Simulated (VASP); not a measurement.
Write the native input for VASP 6.6.1 that does the following.

```yaml
Task: single point
Functional: PBE
Potentials_or_basis: VASP PAW PBE potentials, release 64 (Ta_pv, C)
Cutoff: 600 eV
k_mesh: 16 × 16 × 12
Occupations: gaussian, width 0.1 eV
Spin: no spin polarisation
Dipole_correction: no
Further_INCAR_settings: ALGO = Normal; EDIFF = 1e-06; NBANDS = 23
```

The structure of TaC lies in POSCAR:

```
TaC
1.0
    2.1929466370      2.1929466370      0.0000000000
   -2.2545807192      2.2545807192      0.0000000000
    0.0000000000      0.0000000000      4.4867659035
Ta C
2 2
Direct
    0.0000000000      0.0000000000      0.0000000000
    0.5000000000      0.5000000000      0.5000000000
    0.5000000000      0.5000000000      0.0000000000
    0.0000000000      0.0000000000      0.5000000000
```

This cell differs from its parent crystal: uniaxial strain along a: -2.0 %, then relaxed in part.

The input as run:

INCAR

```
SYSTEM = TaC
  ALGO = Normal
  EDIFF = 1E-6
  ENCUT = 600
  GGA = PE
  GGA_COMPAT = .FALSE.
  ISIF = 2
  ISMEAR = 0
  LASPH = .TRUE.
  LCHARG = .TRUE.
  LELF = .TRUE.
  LREAL = .FALSE.
  LVHAR = .TRUE.
  LWAVE = .FALSE.
  NBANDS = 23
  NELM = 120
  PREC = Accurate
  SIGMA = 0.1
```

KPOINTS

```
k-points
0
G
  16 16 12
  0 0 0
```

Potentials or basis: VASP PAW PBE potentials, release 64 (Ta_pv, C).

Launch:

```bash
$ cat potpaw_PBE.64/Ta_pv/POTCAR potpaw_PBE.64/C/POTCAR > POTCAR
$ mpirun -np 1 vasp_std > vasp.out
```

It gave:

- Pressure: 4.1 GPa
- Band gap on the k mesh: zero (bands 15 and 16 overlap by 4.79 eV)

Caveat: the cell differs from its parent crystal (uniaxial strain along a: -2.0 %, then relaxed in part); the stress differs along the axes, from 1 to 6 GPa; spin-orbit coupling is left out, which moves the levels of the heavy elements.

Run time: 9.6 min on 1 thread of Oxide Virtual Turin-like Processor, with other jobs on the host, peak memory 0.63 GiB.
